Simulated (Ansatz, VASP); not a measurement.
# Hf in VASP and in Ansatz

```
CELL_PARAMETERS angstrom
0.00000 2.24273 2.24273
2.24273 0.00000 2.24273
2.24273 2.24273 0.00000
ATOMIC_POSITIONS crystal
Hf 0.00000 0.00000 0.00000
```

Alike in both runs: functional PBE; k mesh 16 × 16 × 16; occupations fermi-dirac, width 0.05 eV; no spin polarisation.

Ansatz relaxed the structure, and its values are those at the end. VASP's run is a single point on that final structure, the one shown.

|  | VASP | Ansatz |
| --- | --- | --- |
| version | VASP 6.6.1 | Ansatz 0.2.0 |
| potentials or method | VASP PAW PBE potentials, release 64 (Hf_pv) | PAW with Ansatz's default frozen-core files, scalar-relativistic |
| plane-wave cutoff (eV) | 520 | 420 |
| valence electrons in the cell | 10 | 26 |

Ansatz gave:

```
pressure (GPa) : 0.0
```

Task: Which values does VASP return?

Result: Pressure (GPa): -0.5.

VASP's potentials hold 10 valence electrons a cell and Ansatz's 26, so a difference there can come from the potentials and not from the codes.

Spin-orbit coupling is off throughout.
